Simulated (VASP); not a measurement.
# MgO2 (R-3m) in VASP: a series of runs, part 2 of 2

VASP 6.6.1.

### Step 4. Single point, PBEsol (strain -0.025 along x and y, +0.025 along z)

Contents of INCAR:

```
PREC = Accurate ; ENCUT = 520
EDIFF = 1E-7 ; ISMEAR = 0
SIGMA = 0.05 ; LREAL = F
LASPH = T ; NELM = 80
ALGO = Normal ; ISIF = 2
LWAVE = F ; LCHARG = F
GGA = PS ; NBANDS = 14
```

Contents of KPOINTS:

```
regular mesh
0
Gamma
  12 12 12
```

Contents of POSCAR:

```
MgO2
1.0
    1.5646419906      0.9033464745      3.5813283468
   -1.5646419906      0.9033464745      3.5813283468
    0.0000000000     -1.8066929489      3.5813283468
Mg O
1 2
Direct
    0.0000000000      0.0000000000      0.0000000000
    0.4287860000      0.4287860000      0.4287860000
    0.5712140000      0.5712140000      0.5712140000
```

Potentials or basis: VASP PAW PBE potentials, release 64 (Mg, O).

On the command line:

```console
$ cat potpaw_PBE.64/Mg/POTCAR potpaw_PBE.64/O/POTCAR > POTCAR
$ mpirun -np 1 vasp_std > vasp.out
```

OUTCAR:

```text
PREC = Accurate
   ENCUT = 520
   EDIFF = 1E-7
   ISMEAR = 0
   LREAL = F
   LASPH = T
   NELM = 80
   ISIF = 2
   GGA = PS

 ion  position               nearest neighbor table
   1  0.000  0.000  0.000-   3 2.08   3 2.08   2 2.08   2 2.08   3 2.08   2 2.08
   2  0.429  0.429  0.429-   3 1.53   1 2.08   1 2.08   1 2.08
   3  0.571  0.571  0.571-   2 1.53   1 2.08   1 2.08   1 2.08

  LATTYP: Found a trigonal (rhomboedric) cell.
 ALAT       =     4.0112407232
 COS(alpha) =     0.6956996115

  Lattice vectors:

 A1 = (   1.5646419906,   0.9033464745,   3.5813283468)
 A2 = (  -1.5646419906,   0.9033464745,   3.5813283468)
 A3 = (   0.0000000000,  -1.8066929489,   3.5813283468)

Analysis of symmetry for initial positions (statically):
=====================================================================
 Subroutine PRICEL returns:
 Original cell was already a primitive cell.

 Routine SETGRP: Setting up the symmetry group for a
 trigonal (rhombohedral) supercell.

 Subroutine GETGRP returns: Found 12 space group operations
 (whereof 12 operations were pure point group operations)
 out of a pool of 12 trial point group operations.

The static configuration has the point symmetry D_3d.

Analysis of symmetry for dynamics (positions and initial velocities):
=====================================================================
 Subroutine PRICEL returns:
 Original cell was already a primitive cell.

 Routine SETGRP: Setting up the symmetry group for a
 trigonal (rhombohedral) supercell.

 Subroutine GETGRP returns: Found 12 space group operations
 (whereof 12 operations were pure point group operations)
 out of a pool of 12 trial point group operations.

The dynamic configuration has the point symmetry D_3d.

 Subroutine INISYM returns: Found 12 space group operations
 (whereof 12 operations are pure point group operations),
 and found     1 'primitive' translations

----------------------------------------------------------------------------------------

                                     Primitive cell

  volume of cell :      30.3714

  direct lattice vectors                    reciprocal lattice vectors
     1.564641991  0.903346475  3.581328347     0.319561921  0.184499161  0.093075334
    -1.564641991  0.903346475  3.581328347    -0.319561921  0.184499161  0.093075334
     0.000000000 -1.806692949  3.581328347     0.000000000 -0.368998322  0.093075334

  length of vectors
     4.011240723  4.011240723  4.011240723     0.380555882  0.380555882  0.380555882

  position of ions in fractional coordinates (direct lattice)
     0.000000000  0.000000000  0.000000000
     0.428786000  0.428786000  0.428786000
     0.571214000  0.571214000  0.571214000

  ion indices of the primitive-cell ions
   primitive index   ion index
                 1           1
                 2           2
                 3           3

----------------------------------------------------------------------------------------

 KPOINTS: regular mesh

Automatic generation of k-mesh.
 Grid dimensions read from file:
[... 24 lines left out ...]
  0.166667  0.000000  0.000000      6.000000
  0.250000  0.000000  0.000000      6.000000
  0.333333  0.000000 -0.000000      6.000000
  0.416667  0.000000 -0.000000      6.000000
[... 16 lines left out ...]
  0.500000  0.166667  0.000000     12.000000
 -0.416667  0.166667  0.000000     12.000000
 [... further k-points ...]
   k-points           NKPTS =    189   k-points in BZ     NKDIM =    189   number of bands    NBANDS=     14
   number of dos      NEDOS =    301   number of ions     NIONS =      3
   total plane-waves  NPLWV =  27000
   dimension x,y,z NGX =    30 NGY =   30 NGZ =   30
   dimension x,y,z NGXF=    60 NGYF=   60 NGZF=   60
   ions per type =               1   2
   NGX,Y,Z   is equivalent  to a cutoff of  12.43, 12.43, 12.43 a.u.
   NGXF,Y,Z  is equivalent  to a cutoff of  24.87, 24.87, 24.87 a.u.
 SYSTEM =  unknown system
   PREC   = accura    normal or accurate (medium, high low for compatibility)
   ISTART =      0    job   : 0-new  1-cont  2-samecut
   ICHARG =      2    charge: 1-file 2-atom 10-const
   ISPIN  =      1    spin polarized calculation?
   LNONCOLLINEAR =      F non collinear calculations
   LSORBIT =      F    spin-orbit coupling
   LASPH  =      T    aspherical Exc in radial PAW
   ENCUT  =  520.0 eV  38.22 Ry    6.18 a.u.   7.46  7.46  7.46*2*pi/ulx,y,z
   NELM   =     80;   NELMIN=  2; NELMDL= -5     # of ELM steps
   EDIFF  = 0.1E-06   stopping-criterion for ELM
   LREAL  =      F    real-space projection
   EDIFFG = 0.1E-05   stopping-criterion for IOM
   NSW    =      0    number of steps for IOM
   IBRION =     -1    ionic relax: 0-MD 1-quasi-New 2-CG
   NFREE  =      0    steps in history (QN), initial steepest desc. (CG)
   ISIF   =      2    stress and relaxation
   ISYM   =      2    0-nonsym 1-usesym 2-fastsym
   POTIM  = 0.5000    time-step for ionic-motion
   TEBEG  =    0.0;   TEEND  =   0.0 temperature during run
   PSTRESS=    0.0 pullay stress
   NELECT =      14.0000    total number of electrons
   NUPDOWN=      -1.0000    fix difference up-down
   EMIN   =  10.00;   EMAX   =-10.00  energy-range for DOS
   EFERMI =   0.00;   METHOD = LEGACY
   ISMEAR =     0;   SIGMA  =   0.05  broadening in eV -4-tet -1-fermi 0-gaus
   EFERMI_NEDOS =   21; number of points for ismear=-14 and -15
   IALGO  =     38    algorithm
   IMIX   =      4    mixing-type and parameters
     AMIX     =   0.40;   BMIX     =  1.00
     AMIX_MAG =   1.60;   BMIX_MAG =  1.00
  volume/ion in A,a.u.               =      10.12        68.32
  Fermi-wavevector in a.u.,A,eV,Ry     =   1.264627  2.389799 21.759560  1.599283
  Thomas-Fermi vector in A             =   2.397923
   LORBIT       =      0    0 simple, 1 ext, 2 COOP (PROOUT), +10 PAW based schemes
   GGA     = PS    functional components
   LHFCALC =     F    Hartree Fock is set to
   AEXX    =    0.0000 exact exchange contribution
   IVDW    =     0    specifies the selected vdW correction
   LEPSILON=     F    determine dielectric tensor
   LRPA    =     F    only Hartree local field effects (RPA)
 non-spin polarized calculation
 Gauss-broadening in eV      SIGMA  =   0.05
  energy-cutoff  :      520.00
  volume of cell :       30.37
 maximum number of plane-waves:       830
 NGX is ok and might be reduce to    30
   NGX = 15   NGY = 15   NGZ = 15

 number of electron      14.0000001 magnetization

 Free energy of the ion-electron system (eV)
  ---------------------------------------------------
  ext. energy  EPLUGINS =         0.00000000
  ---------------------------------------------------
  free energy    TOTEN  =       -17.15960770 eV

  energy without entropy =      -17.15960770  energy(sigma->0) =      -17.15960770

 E-fermi :   2.8832     XC(G=0): -10.5967

 val. band max:        2.5763113588   @ k =   0.5000   0.5000   0.5000
 cond. band min:       4.2073040185   @ k =   0.5000   0.5000   0.5000
 fundamental gap:      1.6309926597
 Fermi energy:         2.8831583651

 k-point     1 :       0.0000    0.0000    0.0000
  band No.  band energies     occupation
      1     -18.3178      2.00000
      2     -12.1360      2.00000
      3      -5.0626      2.00000
      4      -0.3843      2.00000
      5      -0.3843      2.00000
      6       1.8068      2.00000
      7       1.8068      2.00000
      8       6.9163      0.00000
      9       7.6372      0.00000
     10      14.4804      0.00000
     11      16.1798      0.00000
     12      17.9842      0.00000
     13      17.9842      0.00000
     14      19.7908      0.00000
[... 377 lines left out ...]
      1     -17.6717      2.00000
      2     -12.4110      2.00000
      3      -3.9847      2.00000
      4      -2.9898      2.00000
      5      -1.2475      2.00000
      6       1.0770      2.00000
      7       1.2293      2.00000
      8       6.1578      0.00000
      9      12.3353      0.00000
     10      13.5072      0.00000
     11      15.3559      0.00000
     12      16.7251      0.00000
     13      17.0393      0.00000
     14      20.3664      0.00000

 [... further k-points ...]
[... 5 lines left out ...]
  --------------------------------------------------------------------------------------
  -------------------------------------------------------------------------------------
  Total        0.4635118      0.4635118     -3.3059395      0.0000000     -0.0000000      0.0000000
  in kB       24.4515631     24.4515631   -174.3977032      0.0000000     -0.0000000      0.0000000
  external PRESSURE =     -41.8315257 kB  Pullay stress =       0.0000000 kB

 VOLUME and BASIS-vectors are now :
 -----------------------------------------------------------------------------
  energy-cutoff  :      520.00
  volume of cell :       30.37
      direct lattice vectors                 reciprocal lattice vectors
     1.564641991  0.903346475  3.581328347     0.319561921  0.184499161  0.093075334
    -1.564641991  0.903346475  3.581328347    -0.319561921  0.184499161  0.093075334
     0.000000000 -1.806692949  3.581328347     0.000000000 -0.368998322  0.093075334

 POSITION                                       TOTAL-FORCE (eV/Angst)
 -----------------------------------------------------------------------------------
      0.00000      0.00000      0.00000         0.000000      0.000000      0.000000
      0.00000      0.00000      4.60687        -0.000000      0.000000      0.997724
      0.00000      0.00000      6.13711        -0.000000     -0.000000     -0.997724
 -----------------------------------------------------------------------------------
    total drift:                                0.000000     -0.000000      0.000000

  FREE ENERGIE OF THE ION-ELECTRON SYSTEM (eV)
  ---------------------------------------------------
  free  energy   TOTEN  =       -17.1596077045 eV

  energy  without entropy=      -17.1596077045  energy(sigma->0) =      -17.15960770
```

OSZICAR:

```text
N       E                     dE             d eps       ncg     rms          rms(c)
DAV:   1     0.462508303704E+02    0.46251E+02   -0.76892E+03  5844   0.920E+02
DAV:   2    -0.161041192359E+02   -0.62355E+02   -0.58043E+02  6996   0.195E+02
DAV:   3    -0.183540356009E+02   -0.22499E+01   -0.22424E+01  6228   0.356E+01
DAV:   4    -0.183624948075E+02   -0.84592E-02   -0.84589E-02  6300   0.251E+00
DAV:   5    -0.183625348818E+02   -0.40074E-04   -0.40074E-04  6318   0.164E-01    0.796E+00
DAV:   6    -0.172889910954E+02    0.10735E+01   -0.15360E+00  5490   0.106E+01    0.356E+00
DAV:   7    -0.171693370645E+02    0.11965E+00   -0.17713E-01  5790   0.362E+00    0.162E+00
DAV:   8    -0.171590668905E+02    0.10270E-01   -0.48915E-02  5466   0.206E+00    0.226E-01
DAV:   9    -0.171595344035E+02   -0.46751E-03   -0.90652E-03  6294   0.686E-01    0.907E-02
DAV:  10    -0.171595727611E+02   -0.38358E-04   -0.39739E-04  5838   0.191E-01    0.340E-02
DAV:  11    -0.171596055619E+02   -0.32801E-04   -0.53796E-05  5574   0.602E-02    0.823E-03
DAV:  12    -0.171596075022E+02   -0.19402E-05   -0.41008E-06  6330   0.158E-02    0.230E-03
DAV:  13    -0.171596076922E+02   -0.19004E-06   -0.22684E-07  5560   0.434E-03    0.638E-04
DAV:  14    -0.171596077045E+02   -0.12324E-07   -0.36419E-08  4308   0.165E-03
   1 F= -.17159608E+02 E0= -.17159608E+02  d E =-.155896E-20
```

stdout:

```text
POSCAR found type information on POSCAR MgO
 POSCAR found :  2 types and       3 ions
 scaLAPACK will be used
 -----------------------------------------------------------------------------
|                                                                             |
|                                                                             |
|     You enforced a specific xc type in the INCAR file but a different       |
|     I HOPE YOU KNOW WHAT YOU ARE DOING!                                     |
|                                                                             |
 -----------------------------------------------------------------------------

 LDA part: xc-table for (Slater+PW92), standard interpolation
 POSCAR, INCAR and KPOINTS ok, starting setup
 FFT: planning ... GRIDC
 FFT: planning ... GRID_SOFT
 FFT: planning ... GRID
 WAVECAR not read
 entering main loop
```

It took 66 s on 1 thread of Intel Xeon 6975P-C (Granite Rapids), shared host; peak memory 0.22 GiB.

Results:

```
Free energy            : -17.1596 eV
Pressure               : -4.2 GPa
Largest force          : 0.998 eV/Å
Band gap on the k mesh : 1.63 eV, direct
```

Forces on the atoms (eV/Å):
```
Mg   0.000  0.000  0.000
O    0.000  0.000  0.998
O    0.000  0.000 -0.998
```

Caveat: the cell differs from its parent crystal (strain -0.025 along x and y, +0.025 along z); the PAW data sets were made with another functional, which shifts forces and pressure a little. A k mesh can miss the band edges.

### Step 5. Single point, PBEsol (strain -0.025 along x and y, +0.050 along z)

Contents of INCAR:

```
ALGO = Normal
EDIFF = 1E-6
ENCUT = 520
GGA = PS
ISIF = 2
ISMEAR = 0
LASPH = True
LCHARG = False
LREAL = False
LWAVE = False
NBANDS = 14
NELM = 80
PREC = Accurate
SIGMA = 0.05
```

Contents of KPOINTS:

```
k-points
0
Gamma
  12 12 12
```

Contents of POSCAR:

```
MgO2
1.0
    1.5646419906      0.9033464745      3.6686778186
   -1.5646419906      0.9033464745      3.6686778186
    0.0000000000     -1.8066929489      3.6686778186
Mg O
1 2
Direct
    0.0000000000      0.0000000000      0.0000000000
    0.4287860000      0.4287860000      0.4287860000
    0.5712140000      0.5712140000      0.5712140000
```

Potentials or basis: VASP PAW PBE potentials, release 64 (Mg, O).

On the command line:

```console
$ cat potpaw_PBE.64/Mg/POTCAR potpaw_PBE.64/O/POTCAR > POTCAR
$ mpirun -np 1 vasp_std > vasp.out
```

OUTCAR:

```text
EDIFF = 1E-6
   ENCUT = 520
   GGA = PS
   ISIF = 2
   ISMEAR = 0
   LASPH = True
   LREAL = False
   NELM = 80
   PREC = Accurate

 ion  position               nearest neighbor table
   1  0.000  0.000  0.000-   3 2.09   3 2.09   2 2.09   2 2.09   3 2.09   2 2.09
   2  0.429  0.429  0.429-   3 1.57   1 2.09   1 2.09   1 2.09
   3  0.571  0.571  0.571-   2 1.57   1 2.09   1 2.09   1 2.09

  LATTYP: Found a trigonal (rhomboedric) cell.
 ALAT       =     4.0894176050
 COS(alpha) =     0.7072229479

  Lattice vectors:

 A1 = (   1.5646419906,   0.9033464745,   3.6686778186)
 A2 = (  -1.5646419906,   0.9033464745,   3.6686778186)
 A3 = (   0.0000000000,  -1.8066929489,   3.6686778186)

Analysis of symmetry for initial positions (statically):
=====================================================================
 Subroutine PRICEL returns:
 Original cell was already a primitive cell.

 Routine SETGRP: Setting up the symmetry group for a
 trigonal (rhombohedral) supercell.

 Subroutine GETGRP returns: Found 12 space group operations
 (whereof 12 operations were pure point group operations)
[... 172 lines left out ...]

 k-point     1 :       0.0000    0.0000    0.0000
  band No.  band energies     occupation
      1     -18.1643      2.00000
      2     -12.5549      2.00000
      3      -5.0950      2.00000
      4      -0.4076      2.00000
      5      -0.4076      2.00000
      6       1.5604      2.00000
      7       1.5604      2.00000
      8       6.2085      0.00000
      9       7.4351      0.00000
     10      13.8712      0.00000
     11      15.4861      0.00000
     12      17.8627      0.00000
     13      17.8627      0.00000
     14      19.4586      0.00000
[... 377 lines left out ...]
      1     -17.5091      2.00000
      2     -12.7637      2.00000
      3      -4.0232      2.00000
      4      -3.0245      2.00000
      5      -1.2819      2.00000
      6       0.7846      2.00000
      7       0.9072      2.00000
      8       5.4366      0.00000
      9      12.0975      0.00000
     10      13.2589      0.00000
     11      14.8920      0.00000
     12      16.1287      0.00000
     13      16.4753      0.00000
     14      19.8857      0.00000

 [... further k-points ...]
[... 5 lines left out ...]
  --------------------------------------------------------------------------------------
  -------------------------------------------------------------------------------------
  Total        0.3727084      0.3727084     -5.3624054      0.0000000     -0.0000000      0.0000000
  in kB       19.1932988     19.1932988   -276.1468306      0.0000000     -0.0000000      0.0000000
  external PRESSURE =     -79.2534110 kB  Pullay stress =       0.0000000 kB

 VOLUME and BASIS-vectors are now :
 -----------------------------------------------------------------------------
  energy-cutoff  :      520.00
  volume of cell :       31.11
      direct lattice vectors                 reciprocal lattice vectors
     1.564641991  0.903346475  3.668677819     0.319561921  0.184499161  0.090859255
    -1.564641991  0.903346475  3.668677819    -0.319561921  0.184499161  0.090859255
     0.000000000 -1.806692949  3.668677819     0.000000000 -0.368998322  0.090859255

 POSITION                                       TOTAL-FORCE (eV/Angst)
 -----------------------------------------------------------------------------------
      0.00000      0.00000      0.00000         0.000000      0.000000      0.000000
      0.00000      0.00000      4.71923         0.000000      0.000000      1.373280
      0.00000      0.00000      6.28680         0.000000     -0.000000     -1.373280
 -----------------------------------------------------------------------------------
    total drift:                                0.000000     -0.000000      0.000000

  FREE ENERGIE OF THE ION-ELECTRON SYSTEM (eV)
  ---------------------------------------------------
  free  energy   TOTEN  =       -17.0560153006 eV

  energy  without entropy=      -17.0560153006  energy(sigma->0) =      -17.05601530
```

stdout:

```text
POSCAR found type information on POSCAR MgO
 POSCAR found :  2 types and       3 ions
 scaLAPACK will be used
 -----------------------------------------------------------------------------
|                                                                             |
|                                                                             |
|     You enforced a specific xc type in the INCAR file but a different       |
|     I HOPE YOU KNOW WHAT YOU ARE DOING!                                     |
|                                                                             |
 -----------------------------------------------------------------------------

 LDA part: xc-table for (Slater+PW92), standard interpolation
 POSCAR, INCAR and KPOINTS ok, starting setup
 FFT: planning ... GRIDC
 FFT: planning ... GRID_SOFT
 FFT: planning ... GRID
 WAVECAR not read
 entering main loop
```

Run time: 59 s. Hardware: 1 thread of Intel Xeon 6975P-C (Granite Rapids), shared host; peak memory 0.22 GiB.

Results:

| Property | Result |
| --- | --- |
| Free energy | -17.0560 eV |
| Pressure | -7.9 GPa |
| Largest force | 1.373 eV/Å |
| Band gap on the k mesh | 1.18 eV, direct |

Forces on the atoms (eV/Å):
```
Mg   0.000  0.000  0.000
O    0.000  0.000  1.373
O    0.000  0.000 -1.373
```

Caveat: the cell differs from its parent crystal (strain -0.025 along x and y, +0.050 along z); the PAW data sets were made with another functional, which shifts forces and pressure a little. A k mesh can miss the band edges.

### Step 6. Overview

```csv
cell,gap on the mesh (eV),pressure (GPa),largest force (eV/Å)
"a = 3.933 Å, angles 46.9°, 3 atoms",2.13,0.4,0.46
"a = 3.878 Å, angles 48.9°, 3 atoms",2.74,-0.2,0.65
"a = 4.011 Å, angles 45.9°, 3 atoms",1.63,-4.2,1.00
"a = 4.089 Å, angles 45.0°, 3 atoms",1.18,-7.9,1.37
```

Alike in all rows: task single point; level PBEsol; potentials or basis VASP PAW PBE potentials, release 64 (Mg, O); no spin polarisation; k mesh 12 × 12 × 12; cutoff (eV) 520; smearing gaussian 0.05 eV.

Caveats: the PAW data sets were made with another functional, which shifts forces and pressure a little.

Absolute energies hang on the potentials; compare differences alone.
